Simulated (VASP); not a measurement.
# Sn (P6/mmm) in VASP: further runs

Runs on Sn. Level: PBE. Tasks: single point.

Everything below comes from runs of VASP 6.6.1. Logs are shortened: lines on timing, memory, paths and dates and some standing lists are left out, and cuts for length are marked.

## Step 1: The cell of the first run

It takes space group P6/mmm (No. 191, hexagonal). Conventional cell: a = 2.830 Å, b = 2.830 Å, c = 2.669 Å, α = 90.00°, β = 90.00°, γ = 120.00°. Within 3.5 Å of Sn (site symmetry 6/mmm) lie 8 Sn at 2.67 to 2.83 Å.

## Step 2: Single point, PBE (volume scaled by 0.65)

The input, INCAR:

```
  ALGO = Normal
  EDIFF = 1E-6
  ENCUT = 520
  GGA = PE
  ISIF = 2
  ISMEAR = -1
  LASPH = T
  LCHARG = F
  LREAL = F
  LWAVE = F
  NBANDS = 13
  NELM = 100
  PREC = Accurate
  SIGMA = 0.05
```

The input, KPOINTS:

```
k-points
0
Gamma
  13 13 12
```

The input, POSCAR:

```
Sn
1.0
    2.8304654103      0.0000000000      0.0000000000
   -1.4152327051      2.4512549498      0.0000000000
    0.0000000000      0.0000000000      2.6693255588
Sn
1
Direct
    0.0000000000      0.0000000000      0.0000000000
```

Potentials or basis: VASP PAW PBE potentials, release 64 (Sn_d).

Launch:

```sh
> cat potpaw_PBE.64/Sn_d/POTCAR > POTCAR
> mpirun -np 1 vasp_std > vasp.out
```

OUTCAR:

```text
EDIFF = 1E-6
   ENCUT = 520
   GGA = PE
   ISIF = 2
   ISMEAR = -1
   LASPH = T
   LREAL = F
   NELM = 100
   PREC = Accurate

 ion  position               nearest neighbor table
   1  0.000  0.000  0.000-

  LATTYP: Found a hexagonal cell.
 ALAT       =     2.8304654103
 C/A-ratio  =     0.9430694857

  Lattice vectors:

 A1 = (   2.8304654103,   0.0000000000,   0.0000000000)
 A2 = (  -1.4152327051,   2.4512549498,   0.0000000000)
 A3 = (   0.0000000000,   0.0000000000,   2.6693255588)

Analysis of symmetry for initial positions (statically):
=====================================================================
 Subroutine PRICEL returns:
 Original cell was already a primitive cell.

 Routine SETGRP: Setting up the symmetry group for a
 hexagonal supercell.

 Subroutine GETGRP returns: Found 24 space group operations
 (whereof 24 operations were pure point group operations)
 out of a pool of 24 trial point group operations.

The static configuration has the point symmetry D_6h.

Analysis of symmetry for dynamics (positions and initial velocities):
=====================================================================
 Subroutine PRICEL returns:
 Original cell was already a primitive cell.

 Routine SETGRP: Setting up the symmetry group for a
 hexagonal supercell.

 Subroutine GETGRP returns: Found 24 space group operations
 (whereof 24 operations were pure point group operations)
 out of a pool of 24 trial point group operations.

The dynamic configuration has the point symmetry D_6h.

 Subroutine INISYM returns: Found 24 space group operations
 (whereof 24 operations are pure point group operations),
 and found     1 'primitive' translations

----------------------------------------------------------------------------------------

                                     Primitive cell

  volume of cell :      18.5203

  direct lattice vectors                    reciprocal lattice vectors
     2.830465410  0.000000000  0.000000000     0.353298788  0.203977151  0.000000000
    -1.415232705  2.451254950  0.000000000     0.000000000  0.407954301  0.000000000
     0.000000000  0.000000000  2.669325559     0.000000000  0.000000000  0.374626466

  length of vectors
     2.830465410  2.830465410  2.669325559     0.407954301  0.407954301  0.374626466

  position of ions in fractional coordinates (direct lattice)
     0.000000000  0.000000000  0.000000000

  ion indices of the primitive-cell ions
   primitive index   ion index
                 1           1

----------------------------------------------------------------------------------------

 KPOINTS: k-points

Automatic generation of k-mesh.
 Grid dimensions read from file:
 generate k-points for:   13   13   12

 Generating k-lattice:

  Cartesian coordinates                     Fractional coordinates (reciprocal lattice)
     0.027176830  0.015690550  0.000000000     0.076923077 -0.000000000  0.000000000
     0.000000000  0.031381100  0.000000000     0.000000000  0.076923077  0.000000000
     0.000000000  0.000000000  0.031218872     0.000000000  0.000000000  0.083333333

  Length of vectors
     0.031381100  0.031381100  0.031218872

  Shift w.r.t. Gamma in fractional coordinates (k-lattice)
     0.000000000  0.000000000  0.000000000

 Subroutine IBZKPT returns following result:
 ===========================================

 Found    147 irreducible k-points:

 Following reciprocal coordinates:
            Coordinates               Weight
  0.000000  0.000000  0.000000      1.000000
  0.076923 -0.000000  0.000000      6.000000
  0.153846 -0.000000  0.000000      6.000000
  0.230769 -0.000000  0.000000      6.000000
  0.307692 -0.000000  0.000000      6.000000
  0.384615 -0.000000  0.000000      6.000000
[... 16 lines left out ...]
  0.076923 -0.000000  0.083333     12.000000
  0.153846 -0.000000  0.083333     12.000000
 [... further k-points ...]
   k-points           NKPTS =    147   k-points in BZ     NKDIM =    147   number of bands    NBANDS=     13
   number of dos      NEDOS =    301   number of ions     NIONS =      1
   total plane-waves  NPLWV =  11520
   dimension x,y,z NGX =    24 NGY =   24 NGZ =   20
   dimension x,y,z NGXF=    48 NGYF=   48 NGZF=   40
   ions per type =               1
   NGX,Y,Z   is equivalent  to a cutoff of  14.10, 14.10, 12.46 a.u.
   NGXF,Y,Z  is equivalent  to a cutoff of  28.19, 28.19, 24.91 a.u.
 SYSTEM =  unknown system
   PREC   = accura    normal or accurate (medium, high low for compatibility)
   ISTART =      0    job   : 0-new  1-cont  2-samecut
   ICHARG =      2    charge: 1-file 2-atom 10-const
   ISPIN  =      1    spin polarized calculation?
   LNONCOLLINEAR =      F non collinear calculations
   LSORBIT =      F    spin-orbit coupling
   LASPH  =      T    aspherical Exc in radial PAW
   ENCUT  =  520.0 eV  38.22 Ry    6.18 a.u.   5.26  5.26  4.96*2*pi/ulx,y,z
   NELM   =    100;   NELMIN=  2; NELMDL= -5     # of ELM steps
   EDIFF  = 0.1E-05   stopping-criterion for ELM
   LREAL  =      F    real-space projection
   EDIFFG = 0.1E-04   stopping-criterion for IOM
   NSW    =      0    number of steps for IOM
   IBRION =     -1    ionic relax: 0-MD 1-quasi-New 2-CG
   NFREE  =      0    steps in history (QN), initial steepest desc. (CG)
   ISIF   =      2    stress and relaxation
   ISYM   =      2    0-nonsym 1-usesym 2-fastsym
   POTIM  = 0.5000    time-step for ionic-motion
   TEBEG  =    0.0;   TEEND  =   0.0 temperature during run
   PSTRESS=    0.0 pullay stress
   NELECT =      14.0000    total number of electrons
   NUPDOWN=      -1.0000    fix difference up-down
   EMIN   =  10.00;   EMAX   =-10.00  energy-range for DOS
   EFERMI =   0.00;   METHOD = LEGACY
   ISMEAR =    -1;   SIGMA  =   0.05  broadening in eV -4-tet -1-fermi 0-gaus
   EFERMI_NEDOS =   21; number of points for ismear=-14 and -15
   IALGO  =     38    algorithm
   IMIX   =      4    mixing-type and parameters
     AMIX     =   0.40;   BMIX     =  1.00
     AMIX_MAG =   1.60;   BMIX_MAG =  1.00
  volume/ion in A,a.u.               =      18.52       124.98
  Fermi-wavevector in a.u.,A,eV,Ry     =   1.491311  2.818169 30.259472  2.224008
  Thomas-Fermi vector in A             =   2.603982
   LORBIT       =      0    0 simple, 1 ext, 2 COOP (PROOUT), +10 PAW based schemes
   GGA     = PE    functional components
   LHFCALC =     F    Hartree Fock is set to
   AEXX    =    0.0000 exact exchange contribution
   IVDW    =     0    specifies the selected vdW correction
   LEPSILON=     F    determine dielectric tensor
   LRPA    =     F    only Hartree local field effects (RPA)
 non-spin polarized calculation
  energy-cutoff  :      520.00
  volume of cell :       18.52
 maximum number of plane-waves:       514
 NGX is ok and might be reduce to    24
   NGX = 11   NGY = 11   NGZ =  9

 number of electron      14.0000006 magnetization

 Free energy of the ion-electron system (eV)
  ---------------------------------------------------
  ext. energy  EPLUGINS =         0.00000000
  ---------------------------------------------------
  free energy    TOTEN  =        -2.65229362 eV

  energy without entropy =       -2.64981005  energy(sigma->0) =       -2.65105183

 E-fermi :  13.8840     XC(G=0): -12.2458

 val. band max:       13.8649759523   @ k =   0.2308   0.1538   0.2500
 cond. band min:      13.9308964816   @ k =   0.3077   0.3077   0.5000
 fundamental gap:      0.0659205294
 Fermi energy:        13.8840268165

 k-point     1 :       0.0000    0.0000    0.0000
  band No.  band energies     occupation
      1      -9.0432      2.00000
      2      -8.4903      2.00000
      3      -8.4903      2.00000
      4      -7.8779      2.00000
      5      -7.8779      2.00000
      6      -0.9174      2.00000
      7      20.3906      0.00000
      8      23.7539      0.00000
      9      23.7539      0.00000
     10      24.5803      0.00000
     11      24.7057      0.00000
     12      28.2633      0.00000
     13      28.2633      0.00000

 k-point     2 :       0.0769   -0.0000    0.0000
  band No.  band energies     occupation
      1      -9.0249      2.00000
      2      -8.5002      2.00000
      3      -8.4555      2.00000
      4      -7.8944      2.00000
      5      -7.8816      2.00000
      6      -0.7551      2.00000
      7      20.5900      0.00000
      8      21.9290      0.00000
      9      23.0247      0.00000
     10      24.2062      0.00000
     11      24.8499      0.00000
     12      29.1461      0.00000
     13      29.6327      0.00000

 k-point     3 :       0.1538   -0.0000    0.0000
  band No.  band energies     occupation
      1      -8.9790      2.00000
      2      -8.5245      2.00000
      3      -8.3581      2.00000
      4      -7.9400      2.00000
      5      -7.8920      2.00000
      6      -0.2634      2.00000
      7      18.8153      0.00000
      8      21.1785      0.00000
      9      21.6500      0.00000
     10      23.6529      0.00000
     11      25.1275      0.00000
     12      30.9547      0.00000
     13      31.3806      0.00000
[... 305 lines left out ...]
 k-point    23 :       0.0769   -0.0000    0.0833
  band No.  band energies     occupation
      1      -8.9676      2.00000
      2      -8.4964      2.00000
      3      -8.4520      2.00000
      4      -7.9183      2.00000
      5      -7.9046      2.00000
      6      -0.5961      2.00000
      7      18.7023      0.00000
      8      22.1561      0.00000
      9      23.2360      0.00000
     10      24.4066      0.00000
     11      26.6372      0.00000
     12      29.2373      0.00000
     13      29.7210      0.00000

 k-point    24 :       0.1538   -0.0000    0.0833
  band No.  band energies     occupation
      1      -8.9209      2.00000
      2      -8.5193      2.00000
      3      -8.3548      2.00000
      4      -7.9664      2.00000
      5      -7.9154      2.00000
      6      -0.1046      2.00000
      7      18.7475      0.00000
      8      19.4843      0.00000
      9      21.8474      0.00000
     10      23.8682      0.00000
     11      27.0199      0.00000
     12      31.0700      0.00000
     13      31.4189      0.00000

 [... further k-points ...]
[... 5 lines left out ...]
  --------------------------------------------------------------------------------------
  -------------------------------------------------------------------------------------
  Total        6.5547776      6.5547776      6.5509513      0.0000000      0.0000000     -0.0000000
  in kB      567.0490924    567.0490924    566.7180850      0.0000000      0.0000000     -0.0000000
  external PRESSURE =     566.9387566 kB  Pullay stress =       0.0000000 kB

 VOLUME and BASIS-vectors are now :
 -----------------------------------------------------------------------------
  energy-cutoff  :      520.00
  volume of cell :       18.52
      direct lattice vectors                 reciprocal lattice vectors
     2.830465410  0.000000000  0.000000000     0.353298788  0.203977151  0.000000000
    -1.415232705  2.451254950  0.000000000     0.000000000  0.407954301  0.000000000
     0.000000000  0.000000000  2.669325559     0.000000000  0.000000000  0.374626466

 POSITION                                       TOTAL-FORCE (eV/Angst)
 -----------------------------------------------------------------------------------
      0.00000      0.00000      0.00000        -0.000000      0.000000      0.000000
 -----------------------------------------------------------------------------------
    total drift:                                0.000000      0.000000     -0.000000

  FREE ENERGIE OF THE ION-ELECTRON SYSTEM (eV)
  ---------------------------------------------------
  free  energy   TOTEN  =        -2.6522936229 eV

  energy  without entropy=       -2.6498100466  energy(sigma->0) =       -2.65105183
```

It took 53 s on 1 thread of AMD EPYC 7R43 (Zen 3), shared host; peak memory 0.12 GiB.

What came out:

```yaml
Free_energy: -2.6523 eV
Pressure: 56.7 GPa
Band_gap_on_the_k_mesh: zero (band 7 reaches 20.59 eV, above the bottom of band 8 at 10.05 eV)
```

Caveat: spin-orbit coupling is left out, which moves the levels of the heavy elements.

## Step 3: Single point, PBE (volume scaled by 0.65)

The input, INCAR:

```
SYSTEM = Sn
PREC     = Accurate       ! precision mode
ENCUT    = 520            ! plane-wave cutoff, eV
EDIFF    = 1E-6           ! SCF threshold, eV
ISMEAR   = -1             ! smearing method
SIGMA    = 0.05           ! smearing width, eV
LREAL    = .FALSE.        ! projectors in reciprocal space
LASPH    = .TRUE.         ! aspherical terms in the spheres
NELM     = 60             ! most SCF steps
ALGO     = Normal         ! electronic algorithm
ISIF     = 2              ! what is computed and relaxed
LWAVE    = .FALSE.        ! write WAVECAR
LCHARG   = .FALSE.        ! write CHGCAR
GGA      = PE             ! functional
NBANDS   = 13             ! bands
```

The input, KPOINTS:

```
regular mesh
0
G
  13 13 12
  0 0 0
```

POSCAR is that of step 2.

Potentials or basis: VASP PAW PBE potentials, release 64 (Sn_d).

Launch:

```sh
> cat potpaw_PBE.64/Sn_d/POTCAR > POTCAR
> mpirun -np 1 vasp_std > vasp.out
```

Wall time 50 s (1 thread of AMD EPYC 7R43 (Zen 3), shared host); peak memory 0.12 GiB.

The run converged. Its results:

```yaml
Free_energy: -2.6523 eV
Pressure: 56.7 GPa
Band_gap_on_the_k_mesh: zero (band 7 reaches 20.59 eV, above the bottom of band 8 at 10.05 eV)
```

Levels at points of the mesh, in eV from the Fermi level:
```csv
k point,band 3,band 4,band 5,band 6,band 7,band 8,band 9,band 10,band 11,band 12
"(0.00, 0.00, 0.00)",-22.37,-21.76,-21.76,-14.80,6.51,9.87,9.87,10.70,10.82,14.38
"(0.00, 0.00, 0.50)",-22.10,-22.10,-22.10,-9.56,-7.74,13.53,14.25,15.52,15.52,16.34
```

Caveat: spin-orbit coupling is left out, which moves the levels of the heavy elements.

## Step 4: Single point, PBE (volume scaled by 0.75)

The input, INCAR:

```
SYSTEM = Sn
  PREC = Accurate
  ENCUT = 520
  EDIFF = 1E-6
  ISMEAR = -1
  SIGMA = 0.05
  LREAL = .False.
  LASPH = .True.
  NELM = 80
  ALGO = Normal
  ISIF = 2
  LWAVE = .False.
  LCHARG = .False.
  GGA = PE
  NBANDS = 13
```

The input, KPOINTS:

```
Automatic mesh
0
Gamma
  13 13 12
  0 0 0
```

The input, POSCAR:

```
Sn
1.0
    2.9722114022      0.0000000000      0.0000000000
   -1.4861057011      2.5740105797      0.0000000000
    0.0000000000      0.0000000000      2.7932239920
Sn
1
Direct
    0.0000000000      0.0000000000      0.0000000000
```

Launch:

```sh
> cat potpaw_PBE.64/Sn_d/POTCAR > POTCAR
> mpirun -np 1 vasp_std > vasp.out
```

It took 57 s on 1 thread of AMD EPYC 7R43 (Zen 3), shared host; peak memory 0.13 GiB.

The run converged. Its results:

```yaml
Free_energy: -3.3642 eV
Pressure: 26.5 GPa
Band_gap_on_the_k_mesh: zero (band 7 reaches 17.76 eV, above the bottom of band 8 at 8.23 eV)
```

Levels at points of the mesh, in eV from the Fermi level:
```tsv
k point	band 3	band 4	band 5	band 6	band 7	band 8	band 9	band 10	band 11	band 12
(0.00, 0.00, 0.00)	-21.97	-21.55	-21.55	-13.29	6.15	8.71	8.71	9.93	10.94	13.34
(0.00, 0.00, 0.50)	-21.78	-21.78	-21.73	-8.92	-6.59	13.14	13.14	13.48	13.66	15.95
```

Caveat: spin-orbit coupling is left out, which moves the levels of the heavy elements.
